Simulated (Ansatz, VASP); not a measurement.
# Hg: VASP beside Ansatz

The input INCAR:

```
SYSTEM = Hg
PREC     = Accurate       ! precision mode
ENCUT    = 520            ! plane-wave cutoff, eV
EDIFF    = 1E-6           ! SCF threshold, eV
ISMEAR   = -1             ! smearing method
SIGMA    = 0.1            ! smearing width, eV
LREAL    = .FALSE.        ! projectors in reciprocal space
LASPH    = .TRUE.         ! aspherical terms in the spheres
NELM     = 60             ! most SCF steps
ALGO     = Normal         ! electronic algorithm
ISIF     = 2              ! what is computed and relaxed
LWAVE    = .FALSE.        ! write WAVECAR
LCHARG   = .TRUE.         ! write CHGCAR
GGA      = PE             ! functional
LELF     = .TRUE.         ! ELF
LVHAR    = .TRUE.       
NBANDS   = 19             ! bands
```

The input KPOINTS:

```
Automatic mesh
0
G
  14 14 14
  0 0 0
```

The input POSCAR:

```
Hg
1.0
   -2.6203311630      2.6203311630      1.3707904254
    2.6203311630     -2.6203311630      1.3707904254
    2.6203311630      2.6203311630     -1.3707904254
Hg
2
Direct
   -0.3750000000     -0.1250000000     -0.2500000000
    0.3750000000      0.1250000000      0.2500000000
```

Input for Ansatz:

```yaml
crystal:
  lattice:
    - [-2.620331163, 2.620331163, 1.3707904254]
    - [2.620331163, -2.620331163, 1.3707904254]
    - [2.620331163, 2.620331163, -1.3707904254]
  atoms:
    - { symbol: Hg, position: [-0.375, -0.125, -0.25] }
    - { symbol: Hg, position: [0.375, 0.125, 0.25] }
kpoints:
  mp_grid: { grid: [14, 14, 14] }
scf:
  occupations: { method: fermi_dirac, width: 0.1 }
hamiltonian:
  xc: pbe
  pseudopotentials: { kind: paw }
output:
  forces: true
  stress: true
  eigenvalues: true
  populations: true
```

Change from the starting cell: volume scaled by 0.65, PAW files.

Alike in both runs: task single point; functional PBE; k mesh 14 × 14 × 14; occupations fermi-dirac, width 0.1 eV; no spin polarisation.

|  | VASP | Ansatz |
| --- | --- | --- |
| version | VASP 6.6.1 | Ansatz 0.2.0 |
| potentials or method | VASP PAW PBE potentials, release 64 (Hg) | PAW with Ansatz's default frozen-core files, scalar-relativistic |
| plane-wave cutoff (eV) | 520 | 420 |
| valence electrons in the cell | 24 | 40 |

|  | VASP | Ansatz | Ansatz less VASP |
| --- | --- | --- | --- |
| pressure (GPa) | 38.6 | 36.9 | -1.67 |

Both programs put the cell under a high pressure, so it lies far from rest at this level. VASP's potentials hold 24 valence electrons a cell and Ansatz's 40, so a difference there can come from the potentials and not from the codes.

Neither program's run includes spin-orbit coupling.
